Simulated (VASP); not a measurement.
A run of VASP 6.6.1 is set up as follows.

INCAR

```
  PREC = Accurate
  ENCUT = 520
  EDIFF = 1E-6
  ISMEAR = 0
  SIGMA = 0.1
  LREAL = False
  LASPH = True
  NELM = 100
  ALGO = Fast
  ISIF = 2
  LWAVE = False
  LCHARG = False
  GGA = PE
  NBANDS = 22
```

KPOINTS

```
Automatic mesh
0
Gamma
  6 6 4
```

POSCAR

```
PdPt2
1.0
    2.7754774800      0.0000000000      0.0000000000
    0.0000000000      2.7754774800      0.0000000000
    0.0000000000      0.0000000000      5.7265067300
Pd Pt
1 2
Direct
    0.0000000000      0.0000000000      0.0000000000
    0.5000000000      0.5000000000      0.2949999900
    0.5000000000      0.5000000000      0.7050000100
```

Potentials or basis: VASP PAW PBE potentials, release 64 (Pd, Pt).

Command:

```sh
$ cat potpaw_PBE.64/Pd/POTCAR potpaw_PBE.64/Pt/POTCAR > POTCAR
$ mpirun -np 1 vasp_std > vasp.out
```

Task: Predict the pressure.

Result: 37.6 GPa.

Task: What does it give for the band gap on the k mesh?

Result: Zero (band 15 reaches 12.09 eV, above the bottom of band 16 at 10.41 eV).

Task: Estimate the largest force.

Result: 0.300 eV/Å.

Stress tensor (GPa, compression positive):
```
24.77  0.00  0.00
 0.00 24.77  0.00
 0.00  0.00 63.23
```

Caveat: the k points lie up to 0.38 Å⁻¹ apart; spin-orbit coupling is left out, which moves the levels of the heavy elements.
